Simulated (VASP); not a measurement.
## Co: single point with PBE

Crystal: Co.

```
Co
1.0
     2.47056    0.00000    0.00000
    -1.23528    2.13957    0.00000
     0.00000    0.00000    8.08823
Co
4
Direct
  0.00000 0.00000 0.00000
  0.33333 0.66667 0.25000
  0.00000 0.00000 0.50000
  0.66667 0.33333 0.75000
```

```yaml
Program: VASP 6.6.1
Task: single point
Functional: PBE
Potentials_or_basis: VASP PAW PBE potentials, release 64 (Co)
Cutoff: 520 eV
k_mesh: 10 × 10 × 3
Occupations: methfessel-paxton, width 0.25 eV
Spin: collinear spin, ferromagnetic start
Starting_moments: "[2.5, 2.5, 2.5, 2.5] μB"
```

The pressure is 4.1 GPa, the net moment is 6.67 μB per cell and the site moments are Co +1.68, +1.69 (each value once) μB. The valence electrons inside the program's atomic spheres are Co 8.30.

Stress tensor (GPa, compression positive):
```
5.30 0.00 0.00
0.00 5.30 0.00
0.00 0.00 1.71
```

Levels at points of the mesh, in eV from the Fermi level:
Spin up:
```csv
k point,band 18,band 19,band 20,band 21,band 22,band 23,band 24,band 25,band 26,band 27
"(0.00, 0.00, 0.00)",-1.52,-1.52,-1.21,-1.21,-0.82,-0.82,-0.28,6.24,14.81,14.82
"(0.50, 0.00, 0.00)",-0.58,-0.56,-0.54,0.28,1.39,2.49,3.13,7.05,7.07,10.43
```
Spin down:
```
           k point  band 12  band 13  band 14  band 15  band 16  band 17
(0.00, 0.00, 0.00)    -0.83    -0.83    -0.79    -0.79    -0.33     0.09
(0.50, 0.00, 0.00)    -0.08    -0.04     0.53     1.23     1.25     1.26
```

Wall time 100 s on 1 thread of Intel Xeon 8259CL (shared host), peak memory 0.19 GiB.

Caveat: the cell stands under pressure; so wide a smearing shifts energies and pressures.
